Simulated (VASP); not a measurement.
# SrCl2 (Fm-3m) in VASP: a series of runs, part 2 of 2

VASP 6.6.1. Earlier steps stand in the parts before.

### 3 Single point, r2SCAN

POSCAR

```
SrCl2
1.0
    0.0000000000      3.4976509443      3.4976509443
    3.4976509443      0.0000000000      3.4976509443
    3.4976509443      3.4976509443      0.0000000000
Sr Cl
1 2
Direct
    0.0000000000      0.0000000000      0.0000000000
    0.2500000000      0.2500000000      0.2500000000
    0.7500000000      0.7500000000      0.7500000000
```

INCAR.step1

```
SYSTEM = SrCl2
  ALGO = Normal
  EDIFF = 1E-5
  ENCUT = 550
  GGA = PE
  GGA_COMPAT = .FALSE.
  ISMEAR = 0
  ISYM = 0
  LASPH = .TRUE.
  LCHARG = .FALSE.
  LREAL = .FALSE.
  LWAVE = .TRUE.
  NBANDS = 19
  NELM = 120
  PREC = Accurate
  SIGMA = 0.01
```

INCAR.step2

```
SYSTEM = SrCl2
  ALGO = Normal
  EDIFF = 1E-6
  ENCUT = 550
  GGA_COMPAT = .FALSE.
  ISIF = 2
  ISMEAR = 0
  ISTART = 1
  ISYM = 0
  LASPH = .TRUE.
  LCHARG = .FALSE.
  LMIXTAU = .TRUE.
  LREAL = .FALSE.
  LWAVE = .FALSE.
  METAGGA = R2SCAN
  NBANDS = 19
  NELM = 120
  PREC = Accurate
  SIGMA = 0.01
```

KPOINTS

```
Automatic mesh
0
Gamma
  4 4 4
  0 0 0.5
```

Potentials or basis: VASP PAW PBE potentials, release 64 (Sr_sv, Cl).

The run is started by

```console
$ cat potpaw_PBE.64/Sr_sv/POTCAR potpaw_PBE.64/Cl/POTCAR > POTCAR
$ cp INCAR.step1 INCAR
$ mpirun -np 1 vasp_std > vasp.out
$ cp INCAR.step2 INCAR
$ mpirun -np 1 vasp_std > vasp.out
```

OUTCAR:

```text
SYSTEM = SrCl2
   EDIFF = 1E-6
   ENCUT = 550
   ISIF = 2
   ISMEAR = 0
   ISTART = 1
   ISYM = 0
   LASPH = .TRUE.
   LREAL = .FALSE.
   METAGGA = R2SCAN
   NELM = 120
   PREC = Accurate

 ion  position               nearest neighbor table
   1  0.000  0.000  0.000-   3 3.03   3 3.03   3 3.03   2 3.03   3 3.03   2 3.03   2 3.03   2 3.03

   2  0.250  0.250  0.250-   1 3.03   1 3.03   1 3.03   1 3.03
   3  0.750  0.750  0.750-   1 3.03   1 3.03   1 3.03   1 3.03

IMPORTANT INFORMATION: All symmetrisations will be switched off!
NOSYMM: (Re-)initialisation of all symmetry stuff for point group C_1.

----------------------------------------------------------------------------------------

                                     Primitive cell

  volume of cell :      85.5775

  direct lattice vectors                    reciprocal lattice vectors
     0.000000000  3.497650944  3.497650944    -0.142953087  0.142953087  0.142953087
     3.497650944  0.000000000  3.497650944     0.142953087 -0.142953087  0.142953087
     3.497650944  3.497650944  0.000000000     0.142953087  0.142953087 -0.142953087

  length of vectors
     4.946425402  4.946425402  4.946425402     0.247602010  0.247602010  0.247602010

  position of ions in fractional coordinates (direct lattice)
     0.000000000  0.000000000  0.000000000
     0.250000000  0.250000000  0.250000000
     0.750000000  0.750000000  0.750000000

  ion indices of the primitive-cell ions
   primitive index   ion index
                 1           1
                 2           2
                 3           3

----------------------------------------------------------------------------------------

 KPOINTS: Automatic mesh

Automatic generation of k-mesh.
 Grid dimensions read from file:
 generate k-points for:    4    4    4

 Generating k-lattice:

[... 77 lines left out ...]
   EFERMI_NEDOS =   21; number of points for ismear=-14 and -15
   IALGO  =     38    algorithm
   IMIX   =      4    mixing-type and parameters
     AMIX     =   0.40;   BMIX     =  1.00
     AMIX_MAG =   1.60;   BMIX_MAG =  1.00
  volume/ion in A,a.u.               =      28.53       192.50
  Fermi-wavevector in a.u.,A,eV,Ry     =   1.071582  2.024997 15.623409  1.148288
  Thomas-Fermi vector in A             =   2.207327
   LORBIT       =      0    0 simple, 1 ext, 2 COOP (PROOUT), +10 PAW based schemes
   METAGGA = R2SCAN    functional components
   LHFCALC =     F    Hartree Fock is set to
   AEXX    =    0.0000 exact exchange contribution
   IVDW    =     0    specifies the selected vdW correction
   LEPSILON=     F    determine dielectric tensor
   LRPA    =     F    only Hartree local field effects (RPA)
 non-spin polarized calculation
 Gauss-broadening in eV      SIGMA  =   0.01
  energy-cutoff  :      550.00
  volume of cell :       85.58
 maximum number of plane-waves:      2532
 NGX is ok and might be reduce to    40
   NGX = 19   NGY = 19   NGZ = 19

 number of electron      24.0000002 magnetization

 Free energy of the ion-electron system (eV)
  ---------------------------------------------------
  ext. energy  EPLUGINS =         0.00000000
  ---------------------------------------------------
  free energy    TOTEN  =       -35.69792771 eV

  energy without entropy =      -35.69792771  energy(sigma->0) =      -35.69792771

 E-fermi :  -0.2801     XC(G=0):  -8.7307

 val. band max:       -0.4022928905   @ k =   0.5000   0.1250   0.5000
 cond. band min:       5.9043179335   @ k =   0.5000   0.5000   0.1250
 fundamental gap:      6.3066108240
 Fermi energy:        -0.2800960612

 k-point     1 :       0.0000    0.0000    0.1250
  band No.  band energies     occupation
      1     -34.2493      2.00000
      2     -15.6732      2.00000
      3     -15.6183      2.00000
      4     -15.6183      2.00000
      5     -14.0412      2.00000
      6     -13.3118      2.00000
[... 505 lines left out ...]
      6     -13.3711      2.00000
[... 11 lines left out ...]
     18       9.1664      0.00000
     19       9.3755      0.00000

 [... further k-points ...]

------------------------ aborting loop because EDIFF is reached ----------------------------------------

  FORCE on cell =-STRESS in cart. coord.  units (eV):
  Direction    XX          YY          ZZ          XY          YZ          ZX
  --------------------------------------------------------------------------------------
  -------------------------------------------------------------------------------------
  Total        0.0293132      0.0293129      0.0293132      0.0000294      0.0000292      0.0000289
  in kB        0.5488008      0.5487955      0.5488008      0.0005513      0.0005458      0.0005419
  external PRESSURE =       0.5487990 kB  Pullay stress =       0.0000000 kB

 VOLUME and BASIS-vectors are now :
 -----------------------------------------------------------------------------
  energy-cutoff  :      550.00
  volume of cell :       85.58
      direct lattice vectors                 reciprocal lattice vectors
     0.000000000  3.497650944  3.497650944    -0.142953087  0.142953087  0.142953087
     3.497650944  0.000000000  3.497650944     0.142953087 -0.142953087  0.142953087
     3.497650944  3.497650944  0.000000000     0.142953087  0.142953087 -0.142953087

 POSITION                                       TOTAL-FORCE (eV/Angst)
 -----------------------------------------------------------------------------------
      0.00000      0.00000      0.00000         0.000000     -0.000000     -0.000000
      1.74883      1.74883      1.74883        -0.000002     -0.000002     -0.000003
      5.24648      5.24648      5.24648         0.000002      0.000002      0.000003
 -----------------------------------------------------------------------------------
    total drift:                               -0.000000      0.000000      0.000000

  FREE ENERGIE OF THE ION-ELECTRON SYSTEM (eV)
  ---------------------------------------------------
  free  energy   TOTEN  =       -35.6979277144 eV

  energy  without entropy=      -35.6979277144  energy(sigma->0) =      -35.69792771
```

OUTCAR.step1:

```text
SYSTEM = SrCl2
   EDIFF = 1E-5
   ENCUT = 550
   GGA = PE
   ISMEAR = 0
[... 718 lines left out ...]
      0.00000      0.00000      0.00000        -0.000000      0.000000      0.000000
      1.74883      1.74883      1.74883        -0.000002     -0.000001     -0.000001
      5.24648      5.24648      5.24648         0.000002      0.000001      0.000001
 -----------------------------------------------------------------------------------
    total drift:                               -0.000000      0.000000      0.000001

  FREE ENERGIE OF THE ION-ELECTRON SYSTEM (eV)
  ---------------------------------------------------
  free  energy   TOTEN  =       -12.7866059948 eV

  energy  without entropy=      -12.7866059948  energy(sigma->0) =      -12.78660599
```

Wall time 19 min (1 thread of Intel Xeon 8259CL, shared host); peak memory 0.4 GiB.

Results:

```yaml
Free_energy: -35.6979 eV
Pressure: 0.1 GPa
Band_gap_on_the_k_mesh: 6.31 eV
```

Levels at points of the mesh, in eV from the valence-band top:
```tsv
k point	band 9	band 10	band 11	band 12	band 13	band 14	band 15	band 16
(0.00, 0.00, 0.12)	-1.89	-0.39	-0.30	-0.30	6.41	6.94	6.94	9.00
```

Caveat: the PAW data sets were made with another functional, which shifts forces and pressure a little; a shifted mesh leaves out Γ, where band edges can lie. r2SCAN opens gaps a little over a GGA but as a rule still falls short of measured ones.
